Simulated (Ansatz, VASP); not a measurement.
**Pd in VASP and in Ansatz**

```
Pd
1.0
     2.76964    0.00000    0.00000
    -1.38482    2.39858    0.00000
     0.00000    0.00000    4.63290
Pd
2
Direct
  0.33333 0.66667 0.25000
  0.66667 0.33333 0.75000
```

Alike in both runs: functional PBE; k mesh 17 × 17 × 9; occupations fermi-dirac, width 0.05 eV; no spin polarisation.

Ansatz relaxed the structure, and its values are those at the end. VASP's run is a single point on that final structure, the one shown.

|  | VASP | Ansatz |
| --- | --- | --- |
| version | VASP 6.6.1 | Ansatz 0.2.0 |
| potentials or method | VASP PAW PBE potentials, release 64 (Pd), cutoff 520 eV | all-electron LAPW, scalar-relativistic |

VASP gave:

```
pressure (GPa) : -0.2
```

Which values does Ansatz return?

Pressure (GPa): 0.0.

Ansatz ran all-electron here, and VASP with PAW potentials.
